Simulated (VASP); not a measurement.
Here is a VASP 6.6.1 calculation.

INCAR

```
PREC = Accurate
ENCUT = 520
EDIFF = 1E-7
ISMEAR = 0
SIGMA = 0.02
LREAL = F
LASPH = T
NELM = 80
ALGO = Normal
ISIF = 2
LWAVE = F
LCHARG = T
GGA = PE
LELF = T
LVHAR = T
NBANDS = 25
```

The input KPOINTS:

```
regular mesh
0
Gamma
  6 6 6
```

Contents of POSCAR:

```
SiO2
1.0
    0.0000000000      3.7303723276      3.7303723276
    3.7303723276      0.0000000000      3.7303723276
    3.7303723276      3.7303723276      0.0000000000
Si O
2 4
Direct
    0.5000000000      0.5000000000      0.5000000000
    0.7500000000      0.7500000000      0.7500000000
    0.6250000000      0.6250000000      0.6250000000
    0.1250000000      0.6250000000      0.6250000000
    0.6250000000      0.6250000000      0.1250000000
    0.6250000000      0.1250000000      0.6250000000
```

Potentials or basis: VASP PAW PBE potentials, release 64 (Si, O).

Run with:

```bash
$ cat potpaw_PBE.64/Si/POTCAR potpaw_PBE.64/O/POTCAR > POTCAR
$ mpirun -np 1 vasp_std > vasp.out
```

Task: Predict the band gap on the k mesh.

Result: 5.37 eV (least direct gap 5.38 eV).

Task: What does it give for the pressure?

Result: 0.0 GPa.

A k mesh can miss the band edges.
